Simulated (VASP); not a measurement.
Set up this calculation in VASP 6.6.1, as the native input.

| Property | Result |
| --- | --- |
| Task | relaxation of cell and atoms |
| Functional | LDA |
| Potentials or basis | VASP PAW LDA potentials, release 64 (Ga_d, P) |
| Cutoff | 600 eV |
| k mesh | 8 × 8 × 8 |
| Occupations | gaussian, width 0.01 eV |
| Spin | no spin polarisation |
| Target pressure | 7 GPa |
| Dipole correction | no |
| Further INCAR settings | ALGO = Normal; EDIFF = 1e-06; IBRION = 2; EDIFFG = -0.002; NSW = 100; ISIF = 3 |

The structure of GaP lies in POSCAR:

```
GaP
1.0
    2.6956870601      2.6956870601      0.0000000000
   -2.6956870601      2.6956870601      0.0000000000
    0.0000000000      2.6956870601      2.6956870601
Ga P
1 1
Direct
    0.0000000000      0.0000000000      0.0000000000
    0.7500000000      0.2500000000      0.5000000000
```

These files were run (other wordings do the same):

INCAR

```
ALGO     = Normal         # electronic algorithm
EDIFF    = 1E-6           # SCF threshold, eV
EDIFFG   = -0.002         # ionic threshold
ENCUT    = 600            # plane-wave cutoff, eV
IBRION   = 2              # ionic algorithm
ISIF     = 3              # what is computed and relaxed
ISMEAR   = 0              # smearing method
LASPH    = True           # aspherical terms in the spheres
LCHARG   = False          # write CHGCAR
LREAL    = False          # projectors in reciprocal space
LWAVE    = False          # write WAVECAR
NELM     = 80             # most SCF steps
NSW      = 100            # ionic steps
PREC     = Accurate       # precision mode
PSTRESS  = 70.0         
SIGMA    = 0.01           # smearing width, eV
```

KPOINTS

```
k-points
0
Gamma
  8 8 8
```

Potentials or basis: VASP PAW LDA potentials, release 64 (Ga_d, P).

Run with:

```sh
$ cat potpaw_LDA.64/Ga_d/POTCAR potpaw_LDA.64/P/POTCAR > POTCAR
$ mpirun -np 1 vasp_std > vasp.out
```

It gave:

The relaxed volume is 18.34 Å³/atom. The relaxed cell is a = 3.729 Å, b = 3.729 Å, c = 3.729 Å, α = 60.00°, β = 60.00°, γ = 90.00°, the space group after relaxing (to 0.05 Å) is F-43m (No. 216) and the energy change on relaxing (the enthalpy is what falls) is +26.0 meV/atom. The ionic steps are 8 and the pressure after relaxing is 7.0 GPa. The band gap on the k mesh is 1.28 eV, indirect (least direct gap 2.47 eV).

Caveat: the cell is relaxed towards a set pressure, so the enthalpy falls and the energy may rise.

Run time: 58 s on 1 thread of Intel(R) Xeon(R) Platinum 8375C CPU @ 2.90GHz (Ice Lake), with other jobs on the host, peak memory 0.16 GiB.
